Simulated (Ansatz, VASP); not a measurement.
**TiAl in VASP and in Ansatz**

Contents of POSCAR:

```
TiAl
1.0
    2.8672622327      0.0000000000      0.0000000000
   -1.4336311163      2.5327843715      0.0000000000
    0.0000000000      0.0000000000      4.6780830000
Ti Al
1 1
Direct
    0.0000000000      0.0000000000      0.0000000000
    0.3333333333      0.6666666667      0.5000000000
```

Contents of INCAR.step1:

```
SYSTEM = TiAl
PREC = Accurate
ENCUT = 520
ISMEAR = 0
SIGMA = 0.15
LREAL = .FALSE.
LASPH = .TRUE.
NELM = 100
NBANDS = 14
GGA = PE
ALGO = Normal
EDIFF = 1E-4
LWAVE = .TRUE.
LCHARG = .FALSE.
```

INCAR.step2

```
SYSTEM = TiAl
PREC = Accurate
ENCUT = 520
EDIFF = 1E-6
ISMEAR = 0
SIGMA = 0.15
LREAL = .FALSE.
LASPH = .TRUE.
NELM = 100
ALGO = Normal
ISIF = 2
LWAVE = .FALSE.
LCHARG = .TRUE.
METAGGA = R2SCAN
LMIXTAU = .TRUE.
LELF = .TRUE.
LVHAR = .TRUE.
NBANDS = 14
ISTART = 1
```

The input KPOINTS:

```
regular mesh
0
G
  18 18 10
  0 0 0
```

Input for Ansatz:

```yaml
crystal:
  lattice:
    - [2.8672622327, 0.0, 0.0]
    - [-1.4336311163, 2.5327843715, 0.0]
    - [0.0, 0.0, 4.678083]
  atoms:
    - { symbol: Ti, position: [0.0, 0.0, 0.0] }
    - { symbol: Al, position: [0.3333333333, 0.6666666667, 0.5] }
basis:
  ecutwfc: 500
kpoints:
  mp_grid: { grid: [18, 18, 10] }
hamiltonian:
  xc: r2scan
scf:
  occupations: { method: gaussian, width: 0.15 }
output:
  forces: true
  stress: true
  eigenvalues: true
  write_density: true
  write_potential: true
  elf: true
  volumetric_format: npy
```

Change from the starting cell: strain +0.0200 x Voigt [0, 1, 0, 0, 0, 0], atoms carried along.

Alike in both runs: task single point; functional r2SCAN; k mesh 18 × 18 × 10; occupations gaussian, width 0.15 eV; no spin polarisation.

|  | VASP | Ansatz |
| --- | --- | --- |
| version | VASP 6.6.1 | Ansatz 0.2.0 |
| potentials or method | VASP PAW PBE potentials, release 64 (Ti_sv, Al), cutoff 520 eV | scalar-relativistic, plane waves, PAW |
| valence electrons in the cell | 15 | 15 |

Ansatz gave:

- gap on the k mesh at the Fermi level (eV): none
- pressure (GPa): -3.1
- traceless stress, the component that is largest in VASP (GPa): 1.19
- rms of the force components (eV/Å): 0.037

**Question.** What did VASP give for the same quantities?

**Answer.** gap on the k mesh at the Fermi level (eV): none; pressure (GPa): -3.0; traceless stress, the component that is largest in VASP (GPa): 1.20; rms of the force components (eV/Å): 0.037.

VASP's potentials were made for PBE, not for r2SCAN. Atom by atom the forces differ by 0.000 eV/Å (rms over components). A gap of «none» marks a metal or a gap that the smearing closes.
